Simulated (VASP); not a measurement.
# LiC2 (Cmmm) in VASP: a series of runs

LiC2 is run at these levels: PBE; tasks: single point, relaxation of cell and atoms.

All numbers are computed with VASP 6.6.1; they aren't measurements. Logs are shortened: lines on timing, memory, paths and dates and some standing lists are left out, and cuts for length are marked.

**1. The cell of the first run**

It takes space group Cmmm (No. 65, orthorhombic). Conventional cell: a = 7.886 Å, b = 8.063 Å, c = 2.626 Å, α = 90.00°, β = 90.00°, γ = 90.00°. Within 2.9 Å of Li (site symmetry 2/m) lie 4 C at 2.22 Å and 2 Li at 2.63 Å. Within 1.9 Å of C (site symmetry m) lie 2 C at 1.45 to 1.46 Å.

The cell was generated, and may not be a known phase.

**2. Single point, PBE**

INCAR

```
SYSTEM = LiC2
ALGO = Normal ; EDIFF = 1E-7
ENCUT = 520 ; GGA = PE
ISIF = 2 ; ISMEAR = 0
LASPH = .True. ; LCHARG = .False.
LREAL = .False. ; LWAVE = .False.
NBANDS = 20 ; NELM = 60
PREC = Accurate ; SIGMA = 0.1
```

KPOINTS

```
k-points
0
Gamma
  8 8 14
  0 0 0
```

POSCAR

```
LiC2
1.0
    3.9430883853     -4.0316345009      0.0000000000
    3.9430883853      4.0316345009      0.0000000000
    0.0000000000      0.0000000000      2.6263215937
Li C
2 4
Direct
    0.0000000000      0.5000000000      0.0000000000
    0.5000000000      0.0000000000      0.0000000000
    0.0024698208      0.1821952006      0.5000000000
    0.9975301792      0.8178047994      0.5000000000
    0.1821952006      0.0024698208      0.5000000000
    0.8178047994      0.9975301792      0.5000000000
```

Potentials or basis: VASP PAW PBE potentials, release 64 (Li_sv, C).

Command:

```
$ cat potpaw_PBE.64/Li_sv/POTCAR potpaw_PBE.64/C/POTCAR > POTCAR
$ mpirun -np 1 vasp_std > vasp.out
```

OUTCAR:

```text
SYSTEM = LiC2
   EDIFF = 1E-7
   ENCUT = 520
   GGA = PE
   ISIF = 2
   ISMEAR = 0
   LASPH = .True.
   LREAL = .False.
   NELM = 60
   PREC = Accurate

 ion  position               nearest neighbor table
   1  0.000  0.500  0.000-   3 2.22   4 2.22   3 2.22   4 2.22
   2  0.500  0.000  0.000-   5 2.22   6 2.22   5 2.22   6 2.22
   3  0.002  0.182  0.500-   5 1.45   6 1.46   4 2.05   1 2.22   1 2.22
   4  0.998  0.818  0.500-   6 1.45   5 1.46   3 2.05   1 2.22   1 2.22
   5  0.182  0.002  0.500-   3 1.45   4 1.46   6 2.05   2 2.22   2 2.22
   6  0.818  0.998  0.500-   4 1.45   3 1.46   5 2.05   2 2.22   2 2.22

  LATTYP: Found a base centered orthorhombic cell.
 ALAT       =     7.8861767706
 B/A-ratio  =     1.0224560311
 C/A-ratio  =     0.3330284966

  Lattice vectors:

 A1 = (   3.9430883853,  -4.0316345009,   0.0000000000)
 A2 = (   3.9430883853,   4.0316345009,   0.0000000000)
 A3 = (   0.0000000000,   0.0000000000,   2.6263215937)

Analysis of symmetry for initial positions (statically):
=====================================================================
 Subroutine PRICEL returns:
 Original cell was already a primitive cell.

 Routine SETGRP: Setting up the symmetry group for a
 base centered orthorhombic supercell.

 Subroutine GETGRP returns: Found  8 space group operations
 (whereof  8 operations were pure point group operations)
 out of a pool of  8 trial point group operations.

The static configuration has the point symmetry D_2h.

Analysis of symmetry for dynamics (positions and initial velocities):
=====================================================================
 Subroutine PRICEL returns:
 Original cell was already a primitive cell.

 Routine SETGRP: Setting up the symmetry group for a
 base centered orthorhombic supercell.

 Subroutine GETGRP returns: Found  8 space group operations
 (whereof  8 operations were pure point group operations)
 out of a pool of  8 trial point group operations.

The dynamic configuration has the point symmetry D_2h.

 Subroutine INISYM returns: Found  8 space group operations
 (whereof  8 operations are pure point group operations),
 and found     1 'primitive' translations

----------------------------------------------------------------------------------------

                                     Primitive cell

  volume of cell :      83.5017

  direct lattice vectors                    reciprocal lattice vectors
     3.943088385 -4.031634501  0.000000000     0.126804157 -0.124019179  0.000000000
     3.943088385  4.031634501  0.000000000     0.126804157  0.124019179  0.000000000
     0.000000000  0.000000000  2.626321594     0.000000000  0.000000000  0.380760682

  length of vectors
     5.639328219  5.639328219  2.626321594     0.177369814  0.177369814  0.380760682

  position of ions in fractional coordinates (direct lattice)
     0.000000000  0.500000000  0.000000000
     0.500000000  0.000000000  0.000000000
     0.002469821  0.182195201  0.500000000
     0.997530179  0.817804799  0.500000000
     0.182195201  0.002469821  0.500000000
     0.817804799  0.997530179  0.500000000

  ion indices of the primitive-cell ions
   primitive index   ion index
                 1           1
                 2           2
                 3           3
                 4           4
                 5           5
                 6           6

----------------------------------------------------------------------------------------

 KPOINTS: k-points

Automatic generation of k-mesh.
 Grid dimensions read from file:
 generate k-points for:    8    8   14

 Generating k-lattice:

  Cartesian coordinates                     Fractional coordinates (reciprocal lattice)
     0.015850520 -0.015502397  0.000000000     0.125000000  0.000000000  0.000000000
     0.015850520  0.015502397  0.000000000     0.000000000  0.125000000  0.000000000
     0.000000000  0.000000000  0.027197192     0.000000000  0.000000000  0.071428571

  Length of vectors
     0.022171227  0.022171227  0.027197192

  Shift w.r.t. Gamma in fractional coordinates (k-lattice)
     0.000000000  0.000000000  0.000000000

 Subroutine IBZKPT returns following result:
 ===========================================

 Found    168 irreducible k-points:

 Following reciprocal coordinates:
            Coordinates               Weight
  0.000000  0.000000  0.000000      1.000000
  0.125000  0.000000  0.000000      4.000000
  0.250000  0.000000  0.000000      4.000000
  0.375000  0.000000  0.000000      4.000000
  0.500000  0.000000  0.000000      2.000000
  0.125000  0.125000  0.000000      2.000000
[... 16 lines left out ...]
  0.125000  0.000000  0.071429      8.000000
  0.250000  0.000000  0.071429      8.000000
 [... further k-points ...]
   k-points           NKPTS =    168   k-points in BZ     NKDIM =    168   number of bands    NBANDS=     20
   number of dos      NEDOS =    301   number of ions     NIONS =      6
   total plane-waves  NPLWV =  35280
   dimension x,y,z NGX =    42 NGY =   42 NGZ =   20
   dimension x,y,z NGXF=    84 NGYF=   84 NGZF=   40
   ions per type =               2   4
   NGX,Y,Z   is equivalent  to a cutoff of  12.38, 12.38, 12.66 a.u.
   NGXF,Y,Z  is equivalent  to a cutoff of  24.76, 24.76, 25.32 a.u.
 SYSTEM =  LiC2
   PREC   = accura    normal or accurate (medium, high low for compatibility)
   ISTART =      0    job   : 0-new  1-cont  2-samecut
   ICHARG =      2    charge: 1-file 2-atom 10-const
   ISPIN  =      1    spin polarized calculation?
   LNONCOLLINEAR =      F non collinear calculations
   LSORBIT =      F    spin-orbit coupling
   LASPH  =      T    aspherical Exc in radial PAW
   ENCUT  =  520.0 eV  38.22 Ry    6.18 a.u.  10.49 10.49  4.88*2*pi/ulx,y,z
   NELM   =     60;   NELMIN=  2; NELMDL= -5     # of ELM steps
   EDIFF  = 0.1E-06   stopping-criterion for ELM
   LREAL  =      F    real-space projection
   EDIFFG = 0.1E-05   stopping-criterion for IOM
   NSW    =      0    number of steps for IOM
   IBRION =     -1    ionic relax: 0-MD 1-quasi-New 2-CG
   NFREE  =      0    steps in history (QN), initial steepest desc. (CG)
   ISIF   =      2    stress and relaxation
   ISYM   =      2    0-nonsym 1-usesym 2-fastsym
   POTIM  = 0.5000    time-step for ionic-motion
   TEBEG  =    0.0;   TEEND  =   0.0 temperature during run
   PSTRESS=    0.0 pullay stress
   NELECT =      22.0000    total number of electrons
   NUPDOWN=      -1.0000    fix difference up-down
   EMIN   =  10.00;   EMAX   =-10.00  energy-range for DOS
   EFERMI =   0.00;   METHOD = LEGACY
   ISMEAR =     0;   SIGMA  =   0.10  broadening in eV -4-tet -1-fermi 0-gaus
   EFERMI_NEDOS =   21; number of points for ismear=-14 and -15
   IALGO  =     38    algorithm
   IMIX   =      4    mixing-type and parameters
     AMIX     =   0.40;   BMIX     =  1.00
     AMIX_MAG =   1.60;   BMIX_MAG =  1.00
  volume/ion in A,a.u.               =      13.92        93.92
  Fermi-wavevector in a.u.,A,eV,Ry     =   1.049503  1.983274 14.986239  1.101457
  Thomas-Fermi vector in A             =   2.184469
   LORBIT       =      0    0 simple, 1 ext, 2 COOP (PROOUT), +10 PAW based schemes
   GGA     = PE    functional components
   LHFCALC =     F    Hartree Fock is set to
   AEXX    =    0.0000 exact exchange contribution
   IVDW    =     0    specifies the selected vdW correction
   LEPSILON=     F    determine dielectric tensor
   LRPA    =     F    only Hartree local field effects (RPA)
 non-spin polarized calculation
 Gauss-broadening in eV      SIGMA  =   0.10
  energy-cutoff  :      520.00
  volume of cell :       83.50
 maximum number of plane-waves:      2280
 NGX is ok and might be reduce to    42
   NGX = 21   NGY = 21   NGZ =  9

 number of electron      21.9999987 magnetization

 Free energy of the ion-electron system (eV)
  ---------------------------------------------------
  ext. energy  EPLUGINS =         0.00000000
  ---------------------------------------------------
  free energy    TOTEN  =       -34.15609881 eV

  energy without entropy =      -34.13818170  energy(sigma->0) =      -34.14714026

 E-fermi :   0.8303     XC(G=0):  -7.6506

 val. band max:        0.8258193887   @ k =   0.5000   0.5000   0.3571
 cond. band min:       0.8317579072   @ k =   0.5000   0.0000   0.3571
 fundamental gap:      0.0059385185
 Fermi energy:         0.8303264993

 k-point     1 :       0.0000    0.0000    0.0000
  band No.  band energies     occupation
      1     -43.7667      2.00000
      2     -43.7660      2.00000
      3     -16.8936      2.00000
      4      -9.5927      2.00000
      5      -9.5399      2.00000
      6      -4.3507      2.00000
[... 12 lines left out ...]
     19      11.5184      0.00000
     20      11.9068      0.00000

 k-point     2 :       0.1250    0.0000    0.0000
  band No.  band energies     occupation
      1     -43.7666      2.00000
      2     -43.7660      2.00000
      3     -16.8936      2.00000
      4      -9.5961      2.00000
      5      -9.5425      2.00000
      6      -4.3129      2.00000
[... 12 lines left out ...]
     19      11.1382      0.00000
     20      11.6593      0.00000

 k-point     3 :       0.2500    0.0000    0.0000
  band No.  band energies     occupation
      1     -43.7665      2.00000
      2     -43.7661      2.00000
      3     -16.8936      2.00000
      4      -9.6080      2.00000
      5      -9.5449      2.00000
      6      -4.3212      2.00000
[... 12 lines left out ...]
     19      10.1460      0.00000
     20      11.6181      0.00000

 k-point     4 :       0.3750    0.0000    0.0000
  band No.  band energies     occupation
      1     -43.7664      2.00000
      2     -43.7662      2.00000
      3     -16.8935      2.00000
      4      -9.6231      2.00000
      5      -9.5437      2.00000
      6      -4.3551      2.00000
[... 429 lines left out ...]
 k-point    23 :       0.1250    0.0000    0.0714
  band No.  band energies     occupation
      1     -43.7650      2.00000
      2     -43.7644      2.00000
      3     -16.8420      2.00000
      4      -9.5357      2.00000
      5      -9.4817      2.00000
      6      -4.2887      2.00000
[... 12 lines left out ...]
     19      11.1863      0.00000
     20      11.7429      0.00000

 k-point    24 :       0.2500    0.0000    0.0714
  band No.  band energies     occupation
      1     -43.7649      2.00000
      2     -43.7645      2.00000
      3     -16.8419      2.00000
      4      -9.5484      2.00000
      5      -9.4844      2.00000
      6      -4.2806      2.00000
[... 12 lines left out ...]
     19      10.2088      0.00000
     20      11.6911      0.00000

 [... further k-points ...]

------------------------ aborting loop because EDIFF is reached ----------------------------------------

  FORCE on cell =-STRESS in cart. coord.  units (eV):
  Direction    XX          YY          ZZ          XY          YZ          ZX
  --------------------------------------------------------------------------------------
  -------------------------------------------------------------------------------------
  Total        0.2065853      0.1703359     -0.0164154      0.0000000      0.0000000      0.0000000
  in kB        3.9638243      3.2682955     -0.3149674      0.0000000      0.0000000      0.0000000
  external PRESSURE =       2.3057175 kB  Pullay stress =       0.0000000 kB

 VOLUME and BASIS-vectors are now :
 -----------------------------------------------------------------------------
  energy-cutoff  :      520.00
  volume of cell :       83.50
      direct lattice vectors                 reciprocal lattice vectors
     3.943088385 -4.031634501  0.000000000     0.126804157 -0.124019179  0.000000000
     3.943088385  4.031634501  0.000000000     0.126804157  0.124019179  0.000000000
     0.000000000  0.000000000  2.626321594     0.000000000  0.000000000  0.380760682

 POSITION                                       TOTAL-FORCE (eV/Angst)
 -----------------------------------------------------------------------------------
      1.97154      2.01582      0.00000         0.000000      0.000000      0.000000
      1.97154     -2.01582      0.00000        -0.000000      0.000000      0.000000
      0.72815      0.72459      1.31316         0.075270      0.075674      0.000000
      7.15803     -0.72459      1.31316        -0.075270     -0.075674     -0.000000
      0.72815     -0.72459      1.31316         0.075270     -0.075674     -0.000000
      7.15803      0.72459      1.31316        -0.075270      0.075674      0.000000
 -----------------------------------------------------------------------------------
    total drift:                                0.000000     -0.000000     -0.000000

  FREE ENERGIE OF THE ION-ELECTRON SYSTEM (eV)
  ---------------------------------------------------
  free  energy   TOTEN  =       -34.1560988136 eV

  energy  without entropy=      -34.1381817035  energy(sigma->0) =      -34.14714026
```

Run time: 7.4 min. Hardware: 1 thread of Intel Xeon 8259CL, shared host; peak memory 0.33 GiB.

What came out:

```
Free energy            : -34.1561 eV
Largest force          : 0.107 eV/Å
Band gap on the k mesh : zero (bands 11 and 12 overlap by 0.41 eV)
```

Forces in eV/Å, atoms in the order of the input:
```
Li   0.000  0.000  0.000
Li   0.000  0.000  0.000
C    0.075  0.076  0.000
C   -0.075 -0.076  0.000
C    0.075 -0.076  0.000
C   -0.075  0.076  0.000
```

Caveat: the cutoff is under 1.25 times the usual one of these potentials, so pressure, stress and relaxed cells hold a basis-set (Pulay) error.

**3. Relaxation of cell and atoms, PBE**

INCAR

```
PREC     = Accurate       # precision mode
ENCUT    = 600            # plane-wave cutoff, eV
EDIFF    = 1E-6           # SCF threshold, eV
ISMEAR   = 0              # smearing method
SIGMA    = 0.1            # smearing width, eV
LREAL    = False          # projectors in reciprocal space
LASPH    = True           # aspherical terms in the spheres
NELM     = 60             # most SCF steps
ALGO     = Normal         # electronic algorithm
ISIF     = 3              # what is computed and relaxed
LWAVE    = False          # write WAVECAR
LCHARG   = False          # write CHGCAR
GGA      = PE             # functional
IBRION   = 2              # ionic algorithm
NSW      = 100            # ionic steps
EDIFFG   = -0.01          # ionic threshold
```

KPOINTS

```
Automatic mesh
0
Gamma
  8 8 14
```

POSCAR

```
LiC2
1.0
    3.8708501386     -4.0822692858      0.0000000000
    3.8708501386      4.0822692858      0.0000000000
    0.0000000000      0.0000000000      2.6404110080
Li C
2 4
Direct
    0.0000000000      0.5000000000      0.0000000000
    0.5000000000      0.0000000000      0.0000000000
    0.0051967146      0.1827531505      0.5000000000
    0.9948032854      0.8172468495      0.5000000000
    0.1827531505      0.0051967146      0.5000000000
    0.8172468495      0.9948032854      0.5000000000
```

Potentials or basis: VASP PAW PBE potentials, release 64 (Li_sv, C).

Command:

```
$ cat potpaw_PBE.64/Li_sv/POTCAR potpaw_PBE.64/C/POTCAR > POTCAR
$ mpirun -np 1 vasp_std > vasp.out
```

It took 22 min on 1 thread of Intel Xeon 8259CL, shared host; peak memory 0.37 GiB.

The run converged. Its results:

```yaml
Free_energy: -34.1618 eV
Relaxed_volume: 13.81 Å³/atom
Relaxed_cell: a = 5.615 Å, b = 5.615 Å, c = 2.630 Å, α = 90.00°, β = 90.00°, γ = 92.77°
Space_group_after_relaxing_to_0.1_Å: Cmmm (No. 65)
Energy_gained_by_relaxing: 0.3 meV/atom
Ionic_steps: 7
Pressure_after_relaxing: 0.0 GPa
Largest_force_after_relaxing: 0.007 eV/Å
Band_gap_on_the_k_mesh: zero (bands 11 and 12 overlap by 0.54 eV)
```

Forces in eV/Å, atoms in the order of the input:
```
Li   0.000  0.000  0.000
Li   0.000  0.000  0.000
C   -0.002 -0.006  0.000
C    0.002  0.006  0.000
C   -0.002  0.006  0.000
C    0.002 -0.006  0.000
```

Stress tensor (GPa, compression positive):
```
 0.08  0.00  0.00
 0.00 -0.05  0.00
 0.00  0.00  0.09
```

Step by step:
```
step  energy change (eV)  largest force (eV/Å)  pressure (GPa)  volume (Å³)
   1              0.0000                0.1512            0.06        83.45
   2              0.0035                0.4074           -1.16        83.51
   3             -0.0010                0.0639           -0.33        83.47
   4             -0.0018                0.0158           -0.10        83.18
   5             -0.0018                0.0161           -0.10        83.18
   6             -0.0019                0.0102           -0.07        83.08
   7             -0.0019                0.0066            0.04        82.83
```

Final structure:
```yaml
crystal:
  lattice:
    - [3.87338, -4.06522, 0.00000]
    - [3.87338, 4.06522, 0.00000]
    - [0.00000, 0.00000, 2.63032]
  atoms:
    - { symbol: Li, position: [0.00000, 0.50000, 0.00000] }
    - { symbol: Li, position: [0.50000, 0.00000, 0.00000] }
    - { symbol: C, position: [0.00568, 0.18341, 0.50000] }
    - { symbol: C, position: [0.99432, 0.81659, 0.50000] }
    - { symbol: C, position: [0.18341, 0.00568, 0.50000] }
    - { symbol: C, position: [0.81659, 0.99432, 0.50000] }
```

Levels at points of the mesh, in eV from the Fermi level:
| k point | band 9 | band 10 | band 11 | band 12 | band 13 | band 14 |
| --- | --- | --- | --- | --- | --- | --- |
| (0.00, 0.00, 0.00) | -0.92 | -0.14 | -0.01 | 3.90 | 4.04 | 4.12 |
| (0.50, 0.00, 0.00) | -0.99 | -0.91 | -0.05 | 2.51 | 4.04 | 4.27 |
| (0.50, 0.50, 0.00) | -1.01 | -0.89 | -0.89 | 2.81 | 4.01 | 4.18 |
| (0.00, 0.00, 0.50) | -2.71 | -1.48 | -1.36 | 1.37 | 1.51 | 3.78 |
| (0.50, 0.00, 0.50) | -1.75 | -1.43 | -1.27 | -0.34 | 1.45 | 3.60 |
| (0.50, 0.50, 0.50) | -1.33 | -1.29 | -1.21 | -0.40 | -0.25 | 3.43 |

Caveat: the cutoff is under 1.25 times the usual one of these potentials, so pressure, stress and relaxed cells hold a basis-set (Pulay) error.
